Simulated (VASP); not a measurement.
Runs of VASP 6.6.1 on TaN. The structure is that of space group P6_3/mmc (No. 194), or close to it. The cells are those of the table. 

```csv
task,cell,gap on the mesh (eV),pressure (GPa)
electric field gradients,"a = 3.048, b = 3.048, c = 4.770 Å, angles 90.0, 90.0, 120.0°, 4 atoms",none,(b)
single point,"a = 3.048, b = 3.048, c = 4.869 Å, angles 90.0, 90.0, 120.0°, 4 atoms",none,67.9
electric field gradients,"a = 3.078, b = 3.078, c = 4.918 Å, angles 90.0, 90.0, 120.0°, 4 atoms",none,51.8
electric field gradients,"a = 3.068, b = 3.068, c = 4.951 Å, angles 90.0, 90.0, 120.0°, 4 atoms",none,50.7
electric field gradients,"a = 3.108, b = 3.108, c = 5.014 Å, angles 90.0, 90.0, 120.0°, 4 atoms",none,32.6
electric field gradients,"a = 3.058, b = 3.058, c = 4.934 Å, angles 90.0, 90.0, 120.0°, 4 atoms",none,(a)
electric field gradients,"a = 3.048, b = 3.048, c = 5.016 Å, angles 90.0, 90.0, 120.0°, 4 atoms",none,48.2
electric field gradients,"a = 3.038, b = 3.038, c = 4.902 Å, angles 90.0, 90.0, 120.0°, 4 atoms",none,66.7
electric field gradients,"a = 3.048, b = 3.048, c = 4.918 Å, angles 90.0, 90.0, 120.0°, 4 atoms",none,61.1
single point,"a = 3.048, b = 3.048, c = 4.918 Å, angles 90.0, 90.0, 120.0°, 4 atoms",none,61.1
single point,"a = 2.986, b = 2.986, c = 4.818 Å, angles 90.0, 90.0, 120.0°, 4 atoms",none,(c)
```

Alike in all rows: level PBE; potentials or basis VASP PAW PBE potentials, release 64 (Ta_pv, N); no spin polarisation; k mesh 9 × 9 × 5; cutoff (eV) 520; smearing fermi-dirac 0.01 eV.

Estimate the missing entries.

(a) 55.8; (b) 82.9; (c) 98.9.

Caveats: spin-orbit coupling is left out, which moves the levels of the heavy elements.

A k mesh can miss the band edges, and the runs leave out spin-orbit coupling on Ta.

A gap of «none» marks levels without a gap at the run's occupations.
